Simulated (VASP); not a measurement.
Runs of VASP 6.6.1 on CoW3. The structure is that of space group Pm-3m (No. 221), or close to it. The cells are those of the table. 

```csv
cell,further INCAR settings,gap on the mesh (eV),pressure (GPa)
"a = 3.858, b = 4.061 Å, 4 atoms",ALGO = Fast; EDIFF = 1e-07; NBANDS = 34,none,-13.1
"a = 3.858, b = 3.974 Å, 4 atoms",ALGO = Fast; EDIFF = 1e-07; NBANDS = 34,none,(a)
"a = 3.858, b = 4.032 Å, 4 atoms",ALGO = Fast; EDIFF = 1e-06; NBANDS = 34,none,-11.4
"a = 3.858, b = 3.916 Å, 4 atoms",ALGO = Fast; EDIFF = 1e-06; NBANDS = 34,none,-3.7
```

Alike in all rows: task single point; level PBEsol; potentials or basis VASP PAW PBE potentials, release 64 (Co, W_sv); no spin polarisation; k mesh 12 × 12 × 12; cutoff (eV) 520; smearing gaussian 0.15 eV.

Task: Fill in the values left out.

Result: (a) -7.7.

Caveats: the PAW data sets were made with another functional, which shifts forces and pressure a little; spin-orbit coupling is left out, which moves the levels of the heavy elements.

A k mesh can miss the band edges, and the runs leave out spin-orbit coupling on W.

A gap of «none» marks levels without a gap at the run's occupations.
